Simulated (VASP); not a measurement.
# CaB6 (Pm-3m) in VASP: settings compared, part 2 of 2

VASP 6.6.1. Earlier steps stand in the parts before.

## (3) Single point, PBE (10.50 Å³/atom)

This run uses another cell than the first one, of 10.50 Å³/atom.

Contents of INCAR:

```
PREC = Accurate ; ENCUT = 520
EDIFF = 1E-6 ; ISMEAR = 0
SIGMA = 0.01 ; LREAL = F
LASPH = T ; NELM = 100
ALGO = Normal ; ISIF = 2
LWAVE = F ; LCHARG = T
GGA = PE ; LELF = T
LVHAR = T ; NBANDS = 23
```

Contents of KPOINTS:

```
regular mesh
0
Gamma
  8 8 8
```

Contents of POSCAR:

```
CaB6
1.0
    4.1889888868      0.0000000000      0.0000000000
    0.0000000000      4.1889888868      0.0000000000
    0.0000000000      0.0000000000      4.1889888868
Ca B
1 6
Direct
    0.0000000000      0.0000000000      0.0000000000
    0.2023600585      0.5000000000      0.5000000000
    0.5000000000      0.2023600585      0.5000000000
    0.7976399415      0.5000000000      0.5000000000
    0.5000000000      0.7976399415      0.5000000000
    0.5000000000      0.5000000000      0.2023600585
    0.5000000000      0.5000000000      0.7976399415
```

Potentials or basis: VASP PAW PBE potentials, release 64 (Ca_sv, B).

Command:

```bash
cat potpaw_PBE.64/Ca_sv/POTCAR potpaw_PBE.64/B/POTCAR > POTCAR
mpirun -np 1 vasp_std > vasp.out
```

OUTCAR:

```text
PREC = Accurate
   ENCUT = 520
   EDIFF = 1E-6
   ISMEAR = 0
   LREAL = F
   LASPH = T
   NELM = 100
   ISIF = 2
   GGA = PE

 ion  position               nearest neighbor table
   1  0.000  0.000  0.000-
   2  0.202  0.500  0.500-   4 1.70   3 1.76   5 1.76   6 1.76   7 1.76
   3  0.500  0.202  0.500-   5 1.70   4 1.76   2 1.76   6 1.76   7 1.76
   4  0.798  0.500  0.500-   2 1.70   3 1.76   5 1.76   6 1.76   7 1.76
   5  0.500  0.798  0.500-   3 1.70   2 1.76   4 1.76   6 1.76   7 1.76
   6  0.500  0.500  0.202-   7 1.70   3 1.76   4 1.76   5 1.76   2 1.76
   7  0.500  0.500  0.798-   6 1.70   3 1.76   4 1.76   5 1.76   2 1.76

  LATTYP: Found a simple cubic cell.
 ALAT       =     4.1889888868

  Lattice vectors:

 A1 = (   4.1889888868,   0.0000000000,   0.0000000000)
 A2 = (   0.0000000000,   4.1889888868,   0.0000000000)
 A3 = (   0.0000000000,   0.0000000000,   4.1889888868)

Analysis of symmetry for initial positions (statically):
=====================================================================
 Subroutine PRICEL returns:
 Original cell was already a primitive cell.

 Routine SETGRP: Setting up the symmetry group for a
 simple cubic supercell.
[... 184 lines left out ...]

 k-point     1 :       0.0000    0.0000    0.0000
  band No.  band energies     occupation
      1     -36.8309      2.00000
      2     -17.8077      2.00000
      3     -17.8077      2.00000
      4     -17.8077      2.00000
      5      -9.8070      2.00000
      6      -2.2715      2.00000
[... 613 lines left out ...]
     22      11.0981      0.00000
     23      12.0914      0.00000

 [... further k-points ...]

------------------------ aborting loop because EDIFF is reached ----------------------------------------

  FORCE on cell =-STRESS in cart. coord.  units (eV):
  Direction    XX          YY          ZZ          XY          YZ          ZX
  --------------------------------------------------------------------------------------
  -------------------------------------------------------------------------------------
  Total       -1.8858060     -1.8858060     -1.8858060      0.0000000     -0.0000000      0.0000000
  in kB      -41.1036112    -41.1036112    -41.1036112      0.0000000     -0.0000000      0.0000000
  external PRESSURE =     -41.1036112 kB  Pullay stress =       0.0000000 kB

 VOLUME and BASIS-vectors are now :
 -----------------------------------------------------------------------------
  energy-cutoff  :      520.00
  volume of cell :       73.51
      direct lattice vectors                 reciprocal lattice vectors
     4.188988887  0.000000000  0.000000000     0.238721092  0.000000000  0.000000000
     0.000000000  4.188988887  0.000000000     0.000000000  0.238721092  0.000000000
     0.000000000  0.000000000  4.188988887     0.000000000  0.000000000  0.238721092

 POSITION                                       TOTAL-FORCE (eV/Angst)
 -----------------------------------------------------------------------------------
      0.00000      0.00000      0.00000         0.000000      0.000000      0.000000
      0.84768      2.09449      2.09449        -0.014401     -0.000000      0.000000
      2.09449      0.84768      2.09449         0.000000     -0.014401      0.000000
      3.34130      2.09449      2.09449         0.014401      0.000000      0.000000
      2.09449      3.34130      2.09449        -0.000000      0.014401      0.000000
      2.09449      2.09449      0.84768        -0.000000     -0.000000     -0.014401
      2.09449      2.09449      3.34130         0.000000      0.000000      0.014401
 -----------------------------------------------------------------------------------
    total drift:                                0.000000     -0.000000     -0.000000

  FREE ENERGIE OF THE ION-ELECTRON SYSTEM (eV)
  ---------------------------------------------------
  free  energy   TOTEN  =       -44.9900885889 eV

  energy  without entropy=      -44.9900885809  energy(sigma->0) =      -44.99008858
```

stdout:

```text
POSCAR found type information on POSCAR CaB
 POSCAR found :  2 types and       7 ions
 scaLAPACK will be used
 LDA part: xc-table for (Slater+PW92), standard interpolation
 POSCAR, INCAR and KPOINTS ok, starting setup
 FFT: planning ... GRIDC
 FFT: planning ... GRID_SOFT
 FFT: planning ... GRID
 WAVECAR not read
 entering main loop
```

Wall time 42 s (1 thread of Intel Xeon Platinum 8259CL at 2.50GHz (Skylake/Cascade Lake), shared host); peak memory 0.2 GiB.

What came out:

* Free energy: -44.9901 eV
* Pressure: -4.1 GPa
* Largest force: 0.014 eV/Å
* Band gap on the k mesh: 0.06 eV

Forces on the atoms (eV/Å):
```
Ca   0.000  0.000  0.000
B   -0.014  0.000  0.000
B    0.000 -0.014  0.000
B    0.014  0.000  0.000
B    0.000  0.014  0.000
B    0.000  0.000 -0.014
B    0.000  0.000  0.014
```

Levels at points of the mesh, in eV from the valence-band top:
| k point | band 10 | band 11 | band 12 | band 13 | band 14 | band 15 | band 16 | band 17 | band 18 | band 19 |
| --- | --- | --- | --- | --- | --- | --- | --- | --- | --- | --- |
| (0.00, 0.00, 0.00) | -5.22 | -5.22 | -0.31 | -0.31 | -0.31 | 2.83 | 2.83 | 2.83 | 3.32 | 3.32 |
| (0.50, 0.00, 0.00) | -4.85 | -2.31 | -2.31 | -1.72 | 0.00 | 0.06 | 3.14 | 3.14 | 3.70 | 3.74 |
| (0.50, 0.50, 0.00) | -4.80 | -2.60 | -2.60 | -1.43 | -1.43 | 3.04 | 3.04 | 3.97 | 4.24 | 4.28 |
| (0.50, 0.50, 0.50) | -4.23 | -4.23 | -1.05 | -1.05 | -1.05 | 4.13 | 4.63 | 4.63 | 4.70 | 4.70 |

Caveat: the cell stands under tension. A k mesh can miss the band edges.
